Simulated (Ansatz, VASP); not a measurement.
Ni2Sb2Pd in VASP and in Ansatz

```
CELL_PARAMETERS angstrom
0.00000 4.19235 0.00000
4.19235 0.00000 0.00000
2.09617 2.09617 -5.12460
ATOMIC_POSITIONS crystal
Pd 0.00000 0.00000 0.00000
Sb 0.38280 0.38280 0.23440
Sb 0.61720 0.61720 0.76560
Ni 0.75000 0.25000 0.50000
Ni 0.25000 0.75000 0.50000
```

Alike in both runs: task single point; functional PBEsol; k mesh 5 × 5 × 5; occupations gaussian, width 0.0666 eV; no spin polarisation.

```csv
,VASP,Ansatz
version,VASP 6.6.1,Ansatz 0.2.0
potentials or method,"VASP PAW PBE potentials, release 64 (Pd, Sb, Ni), cutoff 520 eV",PAW plane waves
valence electrons in the cell,40,84
```

Ansatz gave:

* gap on the k mesh at the Fermi level (eV): none
* pressure (GPa): 0.7
* traceless stress, the component that is largest in VASP (GPa): 15.35
* rms of the force components (eV/Å): 1.706

Question: What did VASP give for the same quantities?

Answer: gap on the k mesh at the Fermi level (eV): none; pressure (GPa): 1.0; traceless stress, the component that is largest in VASP (GPa): 15.88; rms of the force components (eV/Å): 1.776.

VASP's potentials were made for PBE, not for PBEsol. Atom by atom the forces differ by 0.071 eV/Å (rms over components). A gap of «none» marks a metal or a gap that the smearing closes. With one functional, cell and mesh, what is left measures potentials, basis and numerics. VASP's potentials hold 40 valence electrons a cell and Ansatz's 84, so a difference there can come from the potentials and not from the codes.

Neither program's run includes spin-orbit coupling.
